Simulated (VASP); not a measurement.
Crystal: KCl (Sylvite).

```
K Cl
1.0
     0.00000    3.14485    3.14485
     3.14485    0.00000    3.14485
     3.14485    3.14485    0.00000
K Cl
1 1
Direct
  0.00000 0.00000 0.00000
  0.50000 0.50000 0.50000
```

Program: VASP 6.6.1. Alike in all runs: task single point; no spin polarisation; cell as given; smearing gaussian 0.01 eV.

Order these runs on this cell by their band gap on the k mesh, lowest first.
A. level LDA; potentials or basis VASP PAW LDA potentials, release 64 (K_sv, Cl); k mesh 4 × 4 × 4; cutoff (eV) 500
B. level r2SCAN+D4; potentials or basis VASP PAW PBE potentials, release 64 (K_sv, Cl); k mesh 6 × 6 × 6; cutoff (eV) 520
C. level HSE06; potentials or basis VASP PAW PBE potentials, release 64 (K_sv, Cl); k mesh 3 × 3 × 3; cutoff (eV) 520; grid for exact exchange (PRECFOCK) Normal; screening parameter 0.2079 1/Å
D. level PBEsol; potentials or basis VASP PAW PBE potentials, release 64 (K_sv, Cl); k mesh 6 × 6 × 6; cutoff (eV) 520

A (4.75 eV), D (5.03 eV), B (5.84 eV), C (6.50 eV).

Caveats: some runs use coarse meshes.
